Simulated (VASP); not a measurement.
AlCr2C, 4 atoms in the cell. It takes space group P-6m2 (No. 187, hexagonal). Conventional cell: a = 4.392 Å, b = 4.392 Å, c = 3.372 Å, α = 90.00°, β = 90.00°, γ = 120.00°. Al (site symmetry -6m2) has 3 C at 2.54 Å and 12 Cr at 3.05 Å and 2 Al at 3.37 Å within 3.4 Å. Within 2.2 Å of Cr (site symmetry -6m2) lie 2 C at 1.69 Å. Within 3.4 Å of Cr (site symmetry -6m2) lie 5 Cr at 2.54 to 3.37 Å and 6 Al at 3.05 Å and 6 C at 3.05 Å. C (site symmetry -6m2) has 2 Cr at 1.69 Å within 2.2 Å. The cell was generated, and may not be a known phase.

* Program: VASP 6.6.1
* Task: relaxation of cell and atoms
* Functional: PBE
* Potentials or basis: VASP PAW PBE potentials, release 64 (Al, Cr_pv, C)
* Cutoff: 600 eV
* k mesh: 6 × 6 × 6
* Occupations: gaussian, width 0.1 eV
* Spin: collinear spin, ferromagnetic start
* Starting moments: [0.0, -3.0, -3.0, 0.0] μB
* Dipole correction: no
* Further INCAR settings: ALGO = Normal; EDIFF = 1e-06; IBRION = 2; EDIFFG = -0.04; NSW = 90; ISIF = 3

Potentials or basis: VASP PAW PBE potentials, release 64 (Al, Cr_pv, C).

Launch:

```bash
$ cat potpaw_PBE.64/Al/POTCAR potpaw_PBE.64/Cr_pv/POTCAR potpaw_PBE.64/C/POTCAR > POTCAR
$ mpirun -np 1 vasp_std > vasp.out
```

Hardware: 1 thread of AMD EPYC 9R45 (Zen 5) (shared host).

Q: Estimate the wall time of this run.

A: Run time: 5.1 min on 1 thread of AMD EPYC 9R45 (Zen 5), with other jobs on the host, peak memory 0.24 GiB. Counts: scf iterations 117, k points 28, ion steps 8.
